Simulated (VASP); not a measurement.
A run of VASP 6.6.1:

INCAR

```
SYSTEM = Cs
ALGO = Normal
EDIFF = 1E-6
ENCUT = 520
GGA = PE
ISIF = 2
ISMEAR = -1
LASPH = .True.
LCHARG = .False.
LREAL = .False.
LWAVE = .False.
NBANDS = 10
NELM = 60
PREC = Accurate
SIGMA = 0.08
```

File KPOINTS:

```
k-points
0
Gamma
  8 8 8
  0 0 0
```

POSCAR

```
Cs
1.0
    4.9266529568      0.0000000000      0.0000000000
    0.0000000000      4.9266529568      0.0000000000
    0.0000000000      0.0000000000      4.9266529568
Cs
1
Direct
    0.0000000000      0.0000000000      0.0000000000
```

Potentials or basis: VASP PAW PBE potentials, release 64 (Cs_sv).

Command:

```sh
$ cat potpaw_PBE.64/Cs_sv/POTCAR > POTCAR
$ mpirun -np 1 vasp_std > vasp.out
```

Hardware: 1 thread of Intel Xeon 8259CL, with other jobs on the host.

Problem. Estimate the wall time of this run.

Solution. It took 48 s on 1 thread of Intel Xeon 8259CL (shared host), peak memory 0.24 GiB. Counts: scf iterations 10, k points 35.
